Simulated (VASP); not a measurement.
Crystal: CaF2.

```xyz
3
Lattice="0.0000 2.7127 2.7127 2.7127 0.0000 2.7127 2.7127 2.7127 0.0000" Properties=species:S:1:pos:R:3 pbc="T T T"
Ca    0.0000    0.0000    0.0000
F     4.0690    4.0690    4.0690
F     1.3563    1.3563    1.3563
```

Program: VASP 6.6.1. Alike in all runs: task single point; potentials or basis VASP PAW PBE potentials, release 64 (Ca_sv, F); no spin polarisation; cell as given; k mesh 8 × 8 × 8; cutoff (eV) 600; smearing fermi-dirac 0.05 eV.

Order these runs on this cell by their pressure, lowest first.
A. level SVWN5
B. level BLYP
C. level PBE+D4

A (-4.8 GPa), C (3.0 GPa), B (6.3 GPa).

Caveats: the PAW data sets were made with another functional, which shifts forces and pressure a little (at least some runs); the cell stands under pressure (at least some runs); the cell stands under tension (at least some runs).
